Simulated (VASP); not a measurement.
# B (Im-3m) in VASP: a series of runs

B is run at these levels: PBEsol; tasks: relaxation of cell and atoms, single point.

Everything below comes from runs of VASP 6.6.1. Logs are shortened: lines on timing, memory, paths and dates and some standing lists are left out, and cuts for length are marked.

## Step 1: The cell of the first run

Symmetry: Im-3m, No. 229, cubic system. The conventional cell has a = 2.011 Å, b = 2.011 Å, c = 2.011 Å, α = 90.00°, β = 90.00°, γ = 90.00°. Within 2.3 Å of B (site symmetry m-3m) lie 14 B at 1.74 to 2.01 Å.

## Step 2: Relaxation of cell and atoms, PBEsol, target pressure 190 GPa, at which the enthalpy is minimised

INCAR reads:

```
PREC     = Accurate       # precision mode
ENCUT    = 600            # plane-wave cutoff, eV
EDIFF    = 1E-6           # SCF threshold, eV
ISMEAR   = -1             # smearing method
SIGMA    = 0.1            # smearing width, eV
LREAL    = False          # projectors in reciprocal space
LASPH    = True           # aspherical terms in the spheres
NELM     = 80             # most SCF steps
ALGO     = Normal         # electronic algorithm
ISIF     = 3              # what is computed and relaxed
LWAVE    = False          # write WAVECAR
LCHARG   = False          # write CHGCAR
GGA      = PS             # functional
IBRION   = 2              # ionic algorithm
NSW      = 60             # ionic steps
EDIFFG   = -0.005         # ionic threshold
PSTRESS  = 1900.0
```

KPOINTS reads:

```
Automatic mesh
0
Gamma
  26 26 26
```

POSCAR reads:

```
B
1.0
   -1.0055279884      1.0055279884      1.0055279884
    1.0055279884     -1.0055279884      1.0055279884
    1.0055279884      1.0055279884     -1.0055279884
B
1
Direct
    0.0000000000      0.0000000000      0.0000000000
```

Potentials or basis: VASP PAW PBE potentials, release 64 (B).

Command:

```
$ cat potpaw_PBE.64/B/POTCAR > POTCAR
$ mpirun -np 1 vasp_std > vasp.out
```

OUTCAR:

```text
PREC = Accurate
   ENCUT = 600
   EDIFF = 1E-6
   ISMEAR = -1
   LREAL = False
   LASPH = True
   NELM = 80
   ISIF = 3
   GGA = PS
   IBRION = 2
   NSW = 60
   EDIFFG = -0.005
   PSTRESS = 1900.0

 ion  position               nearest neighbor table
   1  0.000  0.000  0.000-

  LATTYP: Found a body centered cubic cell.
 ALAT       =     2.0110559768

  Lattice vectors:

 A1 = (  -1.0055279884,   1.0055279884,   1.0055279884)
 A2 = (   1.0055279884,  -1.0055279884,   1.0055279884)
 A3 = (   1.0055279884,   1.0055279884,  -1.0055279884)

Analysis of symmetry for initial positions (statically):
=====================================================================
 Subroutine PRICEL returns:
 Original cell was already a primitive cell.

 Routine SETGRP: Setting up the symmetry group for a
 body centered cubic supercell.

 Subroutine GETGRP returns: Found 48 space group operations
 (whereof 48 operations were pure point group operations)
 out of a pool of 48 trial point group operations.

The static configuration has the point symmetry O_h .

Analysis of symmetry for dynamics (positions and initial velocities):
=====================================================================
 Subroutine PRICEL returns:
 Original cell was already a primitive cell.

 Routine SETGRP: Setting up the symmetry group for a
 body centered cubic supercell.

 Subroutine GETGRP returns: Found 48 space group operations
 (whereof 48 operations were pure point group operations)
 out of a pool of 48 trial point group operations.

The dynamic configuration has the point symmetry O_h .

 Subroutine INISYM returns: Found 48 space group operations
 (whereof 48 operations are pure point group operations),
 and found     1 'primitive' translations

----------------------------------------------------------------------------------------

                                     Primitive cell

  volume of cell :       4.0667

  direct lattice vectors                    reciprocal lattice vectors
    -1.005527988  1.005527988  1.005527988     0.000000000  0.497251201  0.497251201
     1.005527988 -1.005527988  1.005527988     0.497251201  0.000000000  0.497251201
     1.005527988  1.005527988 -1.005527988     0.497251201  0.497251201  0.000000000

  length of vectors
     1.741625564  1.741625564  1.741625564     0.703219393  0.703219393  0.703219393

  position of ions in fractional coordinates (direct lattice)
     0.000000000  0.000000000  0.000000000

  ion indices of the primitive-cell ions
   primitive index   ion index
                 1           1

----------------------------------------------------------------------------------------

 KPOINTS: Automatic mesh

Automatic generation of k-mesh.
 Grid dimensions read from file:
 generate k-points for:   26   26   26

 Generating k-lattice:

  Cartesian coordinates                     Fractional coordinates (reciprocal lattice)
     0.000000000  0.019125046  0.019125046     0.038461538  0.000000000  0.000000000
     0.019125046  0.000000000  0.019125046     0.000000000  0.038461538  0.000000000
     0.019125046  0.019125046  0.000000000     0.000000000  0.000000000  0.038461538

  Length of vectors
     0.027046900  0.027046900  0.027046900

  Shift w.r.t. Gamma in fractional coordinates (k-lattice)
     0.000000000  0.000000000  0.000000000

 Subroutine IBZKPT returns following result:
 ===========================================

 Found    511 irreducible k-points:

 Following reciprocal coordinates:
            Coordinates               Weight
  0.000000  0.000000  0.000000      1.000000
  0.038462  0.000000  0.000000     12.000000
  0.076923  0.000000  0.000000     12.000000
  0.115385  0.000000  0.000000     12.000000
  0.153846  0.000000  0.000000     12.000000
  0.192308  0.000000  0.000000     12.000000
[... 16 lines left out ...]
  0.346154  0.038462  0.000000     48.000000
  0.384615  0.038462  0.000000     48.000000
 [... further k-points ...]
   k-points           NKPTS =    511   k-points in BZ     NKDIM =    511   number of bands    NBANDS=      5
   number of dos      NEDOS =    301   number of ions     NIONS =      1
   total plane-waves  NPLWV =   2744
   dimension x,y,z NGX =    14 NGY =   14 NGZ =   14
   dimension x,y,z NGXF=    28 NGYF=   28 NGZF=   28
   ions per type =               1
   NGX,Y,Z   is equivalent  to a cutoff of  13.36, 13.36, 13.36 a.u.
   NGXF,Y,Z  is equivalent  to a cutoff of  26.73, 26.73, 26.73 a.u.
 SYSTEM =  unknown system
   PREC   = accura    normal or accurate (medium, high low for compatibility)
   ISTART =      0    job   : 0-new  1-cont  2-samecut
   ICHARG =      2    charge: 1-file 2-atom 10-const
   ISPIN  =      1    spin polarized calculation?
   LNONCOLLINEAR =      F non collinear calculations
   LSORBIT =      F    spin-orbit coupling
   LASPH  =      T    aspherical Exc in radial PAW
   ENCUT  =  600.0 eV  44.10 Ry    6.64 a.u.   3.48  3.48  3.48*2*pi/ulx,y,z
   NELM   =     80;   NELMIN=  2; NELMDL= -5     # of ELM steps
   EDIFF  = 0.1E-05   stopping-criterion for ELM
   LREAL  =      F    real-space projection
   EDIFFG = -.5E-02   stopping-criterion for IOM
   NSW    =     60    number of steps for IOM
   IBRION =      2    ionic relax: 0-MD 1-quasi-New 2-CG
   NFREE  =      1    steps in history (QN), initial steepest desc. (CG)
   ISIF   =      3    stress and relaxation
   ISYM   =      2    0-nonsym 1-usesym 2-fastsym
   POTIM  = 0.5000    time-step for ionic-motion
   TEBEG  =    0.0;   TEEND  =   0.0 temperature during run
   PSTRESS= 1900.0 pullay stress
   NELECT =       3.0000    total number of electrons
   NUPDOWN=      -1.0000    fix difference up-down
   EMIN   =  10.00;   EMAX   =-10.00  energy-range for DOS
   EFERMI =   0.00;   METHOD = LEGACY
   ISMEAR =    -1;   SIGMA  =   0.10  broadening in eV -4-tet -1-fermi 0-gaus
   EFERMI_NEDOS =   21; number of points for ismear=-14 and -15
   IALGO  =     38    algorithm
   IMIX   =      4    mixing-type and parameters
     AMIX     =   0.40;   BMIX     =  1.00
     AMIX_MAG =   1.60;   BMIX_MAG =  1.00
  volume/ion in A,a.u.               =       4.07        27.44
  Fermi-wavevector in a.u.,A,eV,Ry     =   1.479226  2.795331 29.771023  2.188108
  Thomas-Fermi vector in A             =   2.593410
   LORBIT       =      0    0 simple, 1 ext, 2 COOP (PROOUT), +10 PAW based schemes
   GGA     = PS    functional components
   LHFCALC =     F    Hartree Fock is set to
   AEXX    =    0.0000 exact exchange contribution
   IVDW    =     0    specifies the selected vdW correction
   LEPSILON=     F    determine dielectric tensor
   LRPA    =     F    only Hartree local field effects (RPA)
 conjugate gradient relaxation of ions
 non-spin polarized calculation
  energy-cutoff  :      600.00
  volume of cell :        4.07
 maximum number of plane-waves:       144
 NGX is ok and might be reduce to    14
   NGX =  7   NGY =  7   NGZ =  7

--------------------------------------- Ionic step        1  -------------------------------------------

 number of electron       3.0000000 magnetization

 Free energy of the ion-electron system (eV)
  ---------------------------------------------------
  ext. energy  EPLUGINS =         0.00000000
  ---------------------------------------------------
  free energy    TOTEN  =        -4.46219886 eV

  energy without entropy =       -4.45673358  energy(sigma->0) =       -4.45946622

------------------------ aborting loop because EDIFF is reached ----------------------------------------

  FORCE on cell =-STRESS in cart. coord.  units (eV):
  Direction    XX          YY          ZZ          XY          YZ          ZX
  --------------------------------------------------------------------------------------
  -------------------------------------------------------------------------------------
  Total        5.1610823      5.1610823      5.1610823      0.0000000      0.0000000      0.0000000
  in kB     2033.3347589   2033.3347589   2033.3347589      0.0000000      0.0000000      0.0000000
  external PRESSURE =     133.3347589 kB  Pullay stress =    1900.0000000 kB
[... 59 lines left out ...]
  enthalpy is  TOTEN    =         0.3692073221 eV   P V=        5.0627431426

--------------------------------------- Ionic step        3  -------------------------------------------

 number of electron       3.0000000 magnetization

 Free energy of the ion-electron system (eV)
  ---------------------------------------------------
  ext. energy  EPLUGINS =         0.00000000
  ---------------------------------------------------
  free energy    TOTEN  =        -4.54226704 eV

  energy without entropy =       -4.53664457  energy(sigma->0) =       -4.53945580

 E-fermi :  15.4219     XC(G=0): -14.6003

 val. band max:       15.4108117922   @ k =  -0.3462   0.4615   0.2308
 cond. band min:      15.4274571494   @ k =   0.3462   0.0385   0.0385
 fundamental gap:      0.0166453572
 Fermi energy:        15.4219256058

 k-point     1 :       0.0000    0.0000    0.0000
  band No.  band energies     occupation
      1      -8.3642      2.00000
      2      37.5108      0.00000
      3      37.5108      0.00000
      4      37.5108      0.00000
      5      58.1286      0.00000

 k-point     2 :       0.0385    0.0000    0.0000
  band No.  band energies     occupation
      1      -8.2842      2.00000
      2      37.1950      0.00000
      3      37.2394      0.00000
      4      37.4398      0.00000
      5      57.1021      0.00000
[... 169 lines left out ...]
 k-point    24 :       0.3846    0.0385    0.0000
  band No.  band energies     occupation
      1       0.1748      2.00000
      2      14.2005      1.99999
      3      27.9221      0.00000
      4      32.5613      0.00000
      5      43.9114      0.00000

 [... further k-points ...]
[... 5 lines left out ...]
  --------------------------------------------------------------------------------------
  -------------------------------------------------------------------------------------
  Total        4.8966307      4.8966307      4.8966307      0.0000000      0.0000000      0.0000000
  in kB     1898.6717693   1898.6717693   1898.6717693      0.0000000      0.0000000      0.0000000
  external PRESSURE =      -1.3282307 kB  Pullay stress =    1900.0000000 kB
[... 16 lines left out ...]
  FREE ENERGIE OF THE ION-ELECTRON SYSTEM (eV)
  ---------------------------------------------------
  free  energy   TOTEN  =        -4.5422670427 eV

  energy  without entropy=       -4.5366445651  energy(sigma->0) =       -4.53945580

  enthalpy is  TOTEN    =         0.3577891362 eV   P V=        4.9000561789

 reached required accuracy - stopping structural energy minimisation
```

It took 8.2 s on 1 thread of Intel Xeon Platinum 8259CL at 2.50GHz (Skylake/Cascade Lake), shared host; peak memory 0.12 GiB.

Results:

```
Free energy                                            : -4.5423 eV
Relaxed volume                                         : 4.13 Å³/atom
Relaxed cell                                           : a = 1.751 Å, b = 1.751 Å, c = 1.751 Å, α = 109.47°, β = 109.47°, γ = 109.47°
Space group after relaxing (to 0.05 Å)                 : Im-3m (No. 229)
Energy change on relaxing (the enthalpy is what falls) : -80.1 meV/atom
Ionic steps                                            : 3
Pressure after relaxing                                : 189.9 GPa
```

Step by step:
```csv
step,energy change (eV),largest force (eV/Å),pressure (GPa),volume (Å³)
1,0.0000,0.0000,203.33,4.07
2,-0.2313,0.0000,164.01,4.27
3,-0.0801,0.0000,189.87,4.13
```

Final structure:
```yaml
crystal:
  lattice:
    - [-1.01088, 1.01088, 1.01088]
    - [1.01088, -1.01088, 1.01088]
    - [1.01088, 1.01088, -1.01088]
  atoms:
    - { symbol: B, position: [0.00000, 0.00000, 0.00000] }
```

Levels at points of the mesh, in eV from the Fermi level:
```csv
k point,band 1,band 2,band 3,band 4
"(0.00, 0.00, 0.00)",-23.79,22.09,22.09,22.09
"(0.50, 0.00, 0.00)",-12.97,-4.70,12.14,17.26
"(0.50, 0.50, 0.50)",0.34,0.34,0.34,11.16
```

Caveat: the cell is relaxed towards a set pressure, so the enthalpy falls and the energy may rise; the PAW data sets were made with another functional, which shifts forces and pressure a little.

[end of part 1 of 2]
